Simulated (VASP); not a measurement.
Ta2Bi2O: single point with PBE

The system is Ta2Bi2O.

```xyz
5
Lattice="-2.0632 2.0632 7.4774 2.0632 -2.0632 7.4774 2.0632 2.0632 -7.4774" Properties=species:S:1:pos:R:3 pbc="T T T"
Ta    0.0000    2.0632    0.0000
Ta    2.0632    0.0000    0.0000
Bi    0.0000    0.0000   12.6888
Bi    0.0000    0.0000    2.2661
O     0.0000    0.0000    7.4774
```

This cell differs from its parent crystal: atoms taken out.

```json
{
  "Program": "VASP 6.6.1",
  "Task": "single point",
  "Functional": "PBE",
  "Potentials or basis": "VASP PAW PBE potentials, release 64 (Ta_pv, Bi_d, O)",
  "Cutoff": "520 eV",
  "k mesh": "4 × 4 × 4",
  "Occupations": "gaussian, width 0.15 eV",
  "Spin": "no spin polarisation",
  "Dipole correction": "no",
  "Further INCAR settings": "ALGO = Normal; EDIFF = 1e-06; NBANDS = 37"
}
```

```yaml
Pressure: -0.1 GPa
Largest_force: 0.027 eV/Å
Band_gap_on_the_k_mesh: zero (bands 29 and 30 overlap by 1.24 eV)
```

Forces on the atoms (eV/Å):
```
Ta   0.000  0.000  0.000
Ta   0.000  0.000  0.000
Bi   0.000  0.000 -0.027
Bi   0.000  0.000  0.027
O    0.000  0.000  0.000
```

Levels at points of the mesh, in eV from the Fermi level:
```tsv
k point	band 26	band 27	band 28	band 29	band 30	band 31	band 32	band 33
(0.00, 0.00, 0.00)	-2.16	-1.08	0.66	0.72	1.23	1.23	1.80	1.80
(0.50, 0.00, 0.00)	-1.67	-0.99	-0.95	0.15	0.19	1.03	1.75	2.37
(0.50, 0.50, 0.00)	-2.16	-1.36	-1.19	-0.62	-0.48	1.72	2.47	2.79
(0.50, 0.50, 0.50)	-2.04	-1.59	-0.56	0.50	0.50	0.63	1.93	1.93
```

Run time: 110 s on 1 thread of Intel(R) Xeon(R) Platinum 8488C (Sapphire Rapids), on a shared host, peak memory 0.49 GiB.

Caveat: the k points lie up to 0.39 Å⁻¹ apart, too coarse for converged energies and pressures of a metal; the cell differs from its parent crystal (atoms taken out); spin-orbit coupling is left out, which moves the levels of the heavy elements.
